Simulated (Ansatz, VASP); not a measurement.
## Hg: VASP beside Ansatz

INCAR

```
  ALGO = Fast
  EDIFF = 1E-7
  ENCUT = 520
  GGA = PS
  ISIF = 2
  ISMEAR = 0
  LASPH = True
  LCHARG = False
  LREAL = False
  LWAVE = False
  NBANDS = 19
  NELM = 100
  PREC = Accurate
  SIGMA = 0.1
```

File KPOINTS:

```
k-points
0
Gamma
  16 16 16
```

POSCAR

```
Hg
1.0
   -3.0304790873      3.0304790873      1.5322637537
    3.0304790873     -3.0304790873      1.5322637537
    3.0304790873      3.0304790873     -1.5322637537
Hg
2
Direct
    0.7500000000      0.2500000000      0.5000000000
    0.0000000000      0.0000000000      0.0000000000
```

Input for Ansatz:

```yaml
crystal:
  lattice:
    - [-3.0304790873, 3.0304790873, 1.5322637537]
    - [3.0304790873, -3.0304790873, 1.5322637537]
    - [3.0304790873, 3.0304790873, -1.5322637537]
  atoms:
    - { symbol: Hg, position: [0.75, 0.25, 0.5] }
    - { symbol: Hg, position: [0.0, 0.0, 0.0] }
basis:
  ecutwfc: 420
kpoints:
  mp_grid: { grid: [16, 16, 16] }
hamiltonian:
  xc: pbesol
scf:
  occupations: { method: gaussian, width: 0.1 }
output:
  forces: true
  stress: true
  eigenvalues: true
  populations: true
  write_density: true
  write_potential: true
  elf: true
  volumetric_format: npy
```

Alike in both runs: task single point; functional PBEsol; k mesh 16 × 16 × 16; occupations gaussian, width 0.1 eV; no spin polarisation.

```csv
,VASP,Ansatz
version,VASP 6.6.1,Ansatz 0.2.0
potentials or method,"VASP PAW PBE potentials, release 64 (Hg), cutoff 520 eV","scalar-relativistic, plane waves, PAW"
valence electrons in the cell,24,40
```

VASP gave:

* gap on the k mesh at the Fermi level (eV): none
* pressure (GPa): -2.8
* traceless stress, the component that is largest in VASP (GPa): 0.45

Problem. What did Ansatz give for the same quantities?

Solution. gap on the k mesh at the Fermi level (eV): none; pressure (GPa): -3.0; traceless stress, the component that is largest in VASP (GPa): 0.40.

VASP's potentials were made for PBE, not for PBEsol. A gap of «none» marks a metal or a gap that the smearing closes. VASP's potentials hold 24 valence electrons a cell and Ansatz's 40, so a difference there can come from the potentials and not from the codes.

Spin-orbit coupling is off throughout.
